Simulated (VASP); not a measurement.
# Si (Fd-3m) in VASP: further runs

Runs on Si. Level: LDA. Tasks: single point, relaxation of cell and atoms.

Program: VASP 6.6.1. These are calculated values, not measurements. Logs are shortened: lines on timing, memory, paths and dates and some standing lists are left out, and cuts for length are marked.

### Step 1. The cell of the first run

Symmetry: Fd-3m, No. 227, cubic system. Conventional cell: a = 5.402 Å, b = 5.402 Å, c = 5.402 Å, α = 90.00°, β = 90.00°, γ = 90.00°. Within 3.1 Å of Si (site symmetry -43m) lie 4 Si at 2.34 Å.

### Step 2. Single point, LDA

File INCAR:

```
SYSTEM = Si
PREC = Accurate
ENCUT = 520
EDIFF = 1E-7
ISMEAR = 0
SIGMA = 0.02
LREAL = .False.
LASPH = .True.
NELM = 100
ALGO = Normal
ISIF = 2
LWAVE = .False.
LCHARG = .False.
GGA = CA
NBANDS = 11
```

File KPOINTS:

```
Automatic mesh
0
Gamma
  12 12 12
  0 0 0
```

File POSCAR:

```
Si
1.0
    0.0000000000      2.7009841725      2.7009841725
    2.7009841725      0.0000000000      2.7009841725
    2.7009841725      2.7009841725      0.0000000000
Si
2
Direct
    0.7500000000      0.7500000000      0.7500000000
    0.5000000000      0.5000000000      0.5000000000
```

Potentials or basis: VASP PAW LDA potentials, release 64 (Si).

Launch:

```bash
cat potpaw_LDA.64/Si/POTCAR > POTCAR
mpirun -np 1 vasp_std > vasp.out
```

OUTCAR:

```text
SYSTEM = Si
   PREC = Accurate
   ENCUT = 520
   EDIFF = 1E-7
   ISMEAR = 0
   LREAL = .False.
   LASPH = .True.
   NELM = 100
   ISIF = 2
   GGA = CA

 ion  position               nearest neighbor table
   1  0.750  0.750  0.750-   2 2.34   2 2.34   2 2.34   2 2.34
   2  0.500  0.500  0.500-   1 2.34   1 2.34   1 2.34   1 2.34

  LATTYP: Found a face centered cubic cell.
 ALAT       =     5.4019683450

  Lattice vectors:

 A1 = (   0.0000000000,   2.7009841725,   2.7009841725)
 A2 = (   2.7009841725,   0.0000000000,   2.7009841725)
 A3 = (   2.7009841725,   2.7009841725,   0.0000000000)

Analysis of symmetry for initial positions (statically):
=====================================================================
 Subroutine PRICEL returns:
 Original cell was already a primitive cell.

 Routine SETGRP: Setting up the symmetry group for a
 face centered cubic supercell.

 Subroutine GETGRP returns: Found 48 space group operations
 (whereof 24 operations were pure point group operations)
 out of a pool of 48 trial point group operations.

The static configuration has the point symmetry T_d .
 The point group associated with its full space group is O_h .

Analysis of symmetry for dynamics (positions and initial velocities):
=====================================================================
 Subroutine PRICEL returns:
 Original cell was already a primitive cell.

 Routine SETGRP: Setting up the symmetry group for a
 face centered cubic supercell.

 Subroutine GETGRP returns: Found 48 space group operations
 (whereof 24 operations were pure point group operations)
 out of a pool of 48 trial point group operations.

The dynamic configuration has the point symmetry T_d .
 The point group associated with its full space group is O_h .

 Subroutine INISYM returns: Found 48 space group operations
 (whereof 24 operations are pure point group operations),
 and found     1 'primitive' translations

----------------------------------------------------------------------------------------

                                     Primitive cell

  volume of cell :      39.4091

  direct lattice vectors                    reciprocal lattice vectors
     0.000000000  2.700984173  2.700984173    -0.185117708  0.185117708  0.185117708
     2.700984173  0.000000000  2.700984173     0.185117708 -0.185117708  0.185117708
     2.700984173  2.700984173  0.000000000     0.185117708  0.185117708 -0.185117708

  length of vectors
     3.819768449  3.819768449  3.819768449     0.320633276  0.320633276  0.320633276

  position of ions in fractional coordinates (direct lattice)
     0.750000000  0.750000000  0.750000000
     0.500000000  0.500000000  0.500000000

  ion indices of the primitive-cell ions
   primitive index   ion index
                 1           1
                 2           2

----------------------------------------------------------------------------------------

 KPOINTS: Automatic mesh

Automatic generation of k-mesh.
 Grid dimensions read from file:
 generate k-points for:   12   12   12

 Generating k-lattice:

  Cartesian coordinates                     Fractional coordinates (reciprocal lattice)
    -0.015426476  0.015426476  0.015426476     0.083333333  0.000000000  0.000000000
     0.015426476 -0.015426476  0.015426476     0.000000000  0.083333333  0.000000000
     0.015426476  0.015426476 -0.015426476     0.000000000  0.000000000  0.083333333

  Length of vectors
     0.026719440  0.026719440  0.026719440

  Shift w.r.t. Gamma in fractional coordinates (k-lattice)
     0.000000000  0.000000000  0.000000000

 Subroutine IBZKPT returns following result:
 ===========================================

 Found     72 irreducible k-points:

 Following reciprocal coordinates:
            Coordinates               Weight
  0.000000  0.000000  0.000000      1.000000
  0.083333  0.000000  0.000000      8.000000
  0.166667  0.000000  0.000000      8.000000
  0.250000  0.000000  0.000000      8.000000
  0.333333  0.000000  0.000000      8.000000
  0.416667  0.000000  0.000000      8.000000
[... 16 lines left out ...]
  0.500000  0.166667  0.000000     24.000000
 -0.416667  0.166667  0.000000     24.000000
 [... further k-points ...]
   k-points           NKPTS =     72   k-points in BZ     NKDIM =     72   number of bands    NBANDS=     11
   number of dos      NEDOS =    301   number of ions     NIONS =      2
   total plane-waves  NPLWV =  21952
   dimension x,y,z NGX =    28 NGY =   28 NGZ =   28
   dimension x,y,z NGXF=    56 NGYF=   56 NGZF=   56
   ions per type =               2
   NGX,Y,Z   is equivalent  to a cutoff of  12.19, 12.19, 12.19 a.u.
   NGXF,Y,Z  is equivalent  to a cutoff of  24.37, 24.37, 24.37 a.u.
 SYSTEM =  Si
   PREC   = accura    normal or accurate (medium, high low for compatibility)
   ISTART =      0    job   : 0-new  1-cont  2-samecut
   ICHARG =      2    charge: 1-file 2-atom 10-const
   ISPIN  =      1    spin polarized calculation?
   LNONCOLLINEAR =      F non collinear calculations
   LSORBIT =      F    spin-orbit coupling
   LASPH  =      T    aspherical Exc in radial PAW
   ENCUT  =  520.0 eV  38.22 Ry    6.18 a.u.   7.10  7.10  7.10*2*pi/ulx,y,z
   NELM   =    100;   NELMIN=  2; NELMDL= -5     # of ELM steps
   EDIFF  = 0.1E-06   stopping-criterion for ELM
   LREAL  =      F    real-space projection
   EDIFFG = 0.1E-05   stopping-criterion for IOM
   NSW    =      0    number of steps for IOM
   IBRION =     -1    ionic relax: 0-MD 1-quasi-New 2-CG
   NFREE  =      0    steps in history (QN), initial steepest desc. (CG)
   ISIF   =      2    stress and relaxation
   ISYM   =      2    0-nonsym 1-usesym 2-fastsym
   POTIM  = 0.5000    time-step for ionic-motion
   TEBEG  =    0.0;   TEEND  =   0.0 temperature during run
   PSTRESS=    0.0 pullay stress
   NELECT =       8.0000    total number of electrons
   NUPDOWN=      -1.0000    fix difference up-down
   EMIN   =  10.00;   EMAX   =-10.00  energy-range for DOS
   EFERMI =   0.00;   METHOD = LEGACY
   ISMEAR =     0;   SIGMA  =   0.02  broadening in eV -4-tet -1-fermi 0-gaus
   EFERMI_NEDOS =   21; number of points for ismear=-14 and -15
   IALGO  =     38    algorithm
   IMIX   =      4    mixing-type and parameters
     AMIX     =   0.40;   BMIX     =  1.00
     AMIX_MAG =   1.60;   BMIX_MAG =  1.00
  volume/ion in A,a.u.               =      19.70       132.97
  Fermi-wavevector in a.u.,A,eV,Ry     =   0.962143  1.818186 12.595164  0.925718
  Thomas-Fermi vector in A             =   2.091576
   LORBIT       =      0    0 simple, 1 ext, 2 COOP (PROOUT), +10 PAW based schemes
   GGA     = CA    functional components
   LHFCALC =     F    Hartree Fock is set to
   AEXX    =    0.0000 exact exchange contribution
   IVDW    =     0    specifies the selected vdW correction
   LEPSILON=     F    determine dielectric tensor
   LRPA    =     F    only Hartree local field effects (RPA)
 non-spin polarized calculation
 Gauss-broadening in eV      SIGMA  =   0.02
  energy-cutoff  :      520.00
  volume of cell :       39.41
 maximum number of plane-waves:      1074
   NGX = 15   NGY = 15   NGZ = 15

 number of electron       8.0000001 magnetization

 Free energy of the ion-electron system (eV)
  ---------------------------------------------------
  ext. energy  EPLUGINS =         0.00000000
  ---------------------------------------------------
  free energy    TOTEN  =       -11.91974459 eV

  energy without entropy =      -11.91974459  energy(sigma->0) =      -11.91974459

 E-fermi :   6.0932     XC(G=0):  -9.6657

 val. band max:        5.9329882074   @ k =   0.0000   0.0000   0.0000
 cond. band min:       6.3751051308   @ k =   0.4167   0.4167   0.0000
 fundamental gap:      0.4421169234
 Fermi energy:         6.0932438277

 k-point     1 :       0.0000    0.0000    0.0000
  band No.  band energies     occupation
      1      -6.1334      2.00000
      2       5.9330      2.00000
      3       5.9330      2.00000
      4       5.9330      2.00000
      5       8.4640      0.00000
      6       8.4640      0.00000
      7       8.4640      0.00000
      8       9.3251      0.00000
      9      13.6691      0.00000
     10      13.6691      0.00000
     11      13.6786      0.00000

 k-point     2 :       0.0833    0.0000    0.0000
  band No.  band energies     occupation
      1      -6.0412      2.00000
      2       5.0641      2.00000
      3       5.7864      2.00000
      4       5.7864      2.00000
      5       8.5099      0.00000
      6       8.6790      0.00000
      7       8.6790      0.00000
      8       9.9806      0.00000
      9      13.3827      0.00000
     10      13.3827      0.00000
     11      14.0777      0.00000

 k-point     3 :       0.1667    0.0000    0.0000
  band No.  band energies     occupation
      1      -5.7671      2.00000
      2       3.5252      2.00000
      3       5.4756      2.00000
      4       5.4756      2.00000
      5       8.2465      0.00000
      6       9.1189      0.00000
      7       9.1189      0.00000
      8      11.3899      0.00000
      9      12.9963      0.00000
     10      12.9963      0.00000
     11      14.8474      0.00000
[... 267 lines left out ...]
 k-point    23 :       0.5000    0.1667    0.0000
  band No.  band energies     occupation
      1      -3.5976      2.00000
      2      -0.7468      2.00000
      3       3.1068      2.00000
      4       4.1322      2.00000
      5       7.8887      0.00000
      6      10.0076      0.00000
      7      10.5199      0.00000
      8      12.3085      0.00000
      9      15.2525      0.00000
     10      16.4132      0.00000
     11      17.6664      0.00000

 k-point    24 :      -0.4167    0.1667    0.0000
  band No.  band energies     occupation
      1      -3.4790      2.00000
      2      -0.9116      2.00000
      3       2.8877      2.00000
      4       4.3204      2.00000
      5       8.0415      0.00000
      6       9.9519      0.00000
      7      10.2903      0.00000
      8      13.8666      0.00000
      9      14.4239      0.00000
     10      14.7070      0.00000
     11      17.0300      0.00000

 [... further k-points ...]

------------------------ aborting loop because EDIFF is reached ----------------------------------------

  FORCE on cell =-STRESS in cart. coord.  units (eV):
  Direction    XX          YY          ZZ          XY          YZ          ZX
  --------------------------------------------------------------------------------------
  -------------------------------------------------------------------------------------
  Total        0.0113715      0.0113715      0.0113715      0.0000000      0.0000000      0.0000000
  in kB        0.4623091      0.4623091      0.4623091      0.0000000      0.0000000      0.0000000
  external PRESSURE =       0.4623091 kB  Pullay stress =       0.0000000 kB

 VOLUME and BASIS-vectors are now :
 -----------------------------------------------------------------------------
  energy-cutoff  :      520.00
  volume of cell :       39.41
      direct lattice vectors                 reciprocal lattice vectors
     0.000000000  2.700984173  2.700984173    -0.185117708  0.185117708  0.185117708
     2.700984173  0.000000000  2.700984173     0.185117708 -0.185117708  0.185117708
     2.700984173  2.700984173  0.000000000     0.185117708  0.185117708 -0.185117708

 POSITION                                       TOTAL-FORCE (eV/Angst)
 -----------------------------------------------------------------------------------
      4.05148      4.05148      4.05148         0.000000      0.000000      0.000000
      2.70098      2.70098      2.70098        -0.000000     -0.000000     -0.000000
 -----------------------------------------------------------------------------------
    total drift:                                0.000000      0.000000     -0.000000

  FREE ENERGIE OF THE ION-ELECTRON SYSTEM (eV)
  ---------------------------------------------------
  free  energy   TOTEN  =       -11.9197445867 eV

  energy  without entropy=      -11.9197445867  energy(sigma->0) =      -11.91974459
```

It took 19 s on 1 thread of Intel Xeon Platinum 8259CL at 2.50GHz (Skylake/Cascade Lake), shared host; peak memory 0.14 GiB.

Results:

```
Free energy            : -11.9197 eV
Pressure               : 0.0 GPa
Band gap on the k mesh : 0.44 eV, indirect (least direct gap 2.53 eV)
```

Levels at points of the mesh, in eV from the valence-band top:
| k point | band 2 | band 3 | band 4 | band 5 | band 6 | band 7 |
| --- | --- | --- | --- | --- | --- | --- |
| (0.00, 0.00, 0.00) | 0.00 | 0.00 | 0.00 | 2.53 | 2.53 | 2.53 |
| (0.50, 0.00, 0.00) | -7.06 | -1.21 | -1.21 | 1.49 | 3.29 | 3.29 |
| (0.50, 0.50, 0.00) | -7.87 | -2.89 | -2.89 | 0.57 | 0.57 | 10.11 |

(Continued in part 2 of 2.)
